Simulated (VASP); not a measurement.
The system is SbO4.

```
Sb O
1.0
     4.05050    0.00000    0.00000
    -2.02525    3.50784    0.00000
     0.00000    0.00000    5.64729
Sb O
1 4
Direct
  0.00000 0.00000 0.50000
  0.00000 0.00000 0.20276
  0.00000 0.00000 0.79724
  0.33333 0.66667 0.00000
  0.66667 0.33333 0.00000
```

The cell was generated, and may not be a known phase.

- Program: VASP 6.6.1
- Task: relaxation of cell and atoms
- Functional: PBE
- Potentials or basis: VASP PAW PBE potentials, release 64 (Sb_d_GW, O)
- Cutoff: 700 eV
- k mesh: 6 × 6 × 4
- Occupations: gaussian, width 0.1 eV
- Spin: no spin polarisation

At the start: pressure 15.7 GPa; volume 16.05 Å³/atom.

Task: How do energy, volume and symmetry change on relaxing?

Result: Over 22 steps the energy falls by 661.4 meV/atom and the volume is 13.92 Å³/atom (-13.2 %); space group P6/mmm (No. 191, to 0.1 Å) before and after.

Step by step:
| step | energy change (eV) | largest force (eV/Å) | pressure (GPa) | volume (Å³) |
| --- | --- | --- | --- | --- |
| 1 | 0.0000 | 6.6266 | 15.71 | 80.24 |
| 2 | 1.4186 | 1.6043 | -15.36 | 97.90 |
| 3 | 0.4067 | 2.3059 | -14.76 | 93.23 |
| 4 | -0.4049 | 2.3966 | -12.91 | 89.59 |
| 5 | -1.0908 | 1.0716 | -5.96 | 84.96 |
| 6 | -1.1072 | 0.3278 | -2.94 | 83.77 |
| 7 | -1.1119 | 0.5700 | -3.99 | 84.17 |
| 8 | -1.3732 | 0.6808 | -4.44 | 80.30 |
| 9 | -2.1178 | 0.9912 | -2.64 | 69.62 |
| 10 | -0.6480 | 2.9034 | 40.22 | 49.27 |
| 11 | -2.3325 | 1.1038 | 0.78 | 65.12 |
| 12 | -2.3663 | 1.3370 | 5.42 | 61.20 |
| 13 | -2.5516 | 1.3733 | 5.17 | 61.04 |
| 14 | -2.9220 | 1.1976 | 8.46 | 59.89 |
| 15 | -3.2441 | 0.2739 | 4.63 | 65.42 |
| 16 | -3.2591 | 0.8068 | 4.36 | 67.15 |
| 17 | -3.1342 | 1.6451 | -7.90 | 74.67 |
| 18 | -3.3031 | 0.1504 | -0.41 | 69.66 |
| 19 | -3.3031 | 0.1211 | -0.28 | 69.58 |
| 20 | -3.3031 | 0.1033 | -0.17 | 69.53 |
| 21 | -3.3046 | 0.0831 | -0.15 | 69.56 |
| 22 | -3.3069 | 0.0330 | -0.03 | 69.62 |

Final structure:
```yaml
crystal:
  lattice:
    - [3.18542, 0.00000, 0.00000]
    - [-1.59271, 2.75866, 0.00000]
    - [0.00000, 0.00000, 7.92233]
  atoms:
    - { symbol: Sb, position: [0.00000, 0.00000, 0.50000] }
    - { symbol: O, position: [0.00000, 0.00000, 0.26643] }
    - { symbol: O, position: [0.00000, 0.00000, 0.73357] }
    - { symbol: O, position: [0.33333, 0.66667, 0.00000] }
    - { symbol: O, position: [0.66667, 0.33333, 0.00000] }
```

Caveat: a cell axis changed by over 15 % at a fixed basis, so the end point is rough; an odd number of electrons without spin polarisation forces a metal; a magnetic or distorted state may lie lower.
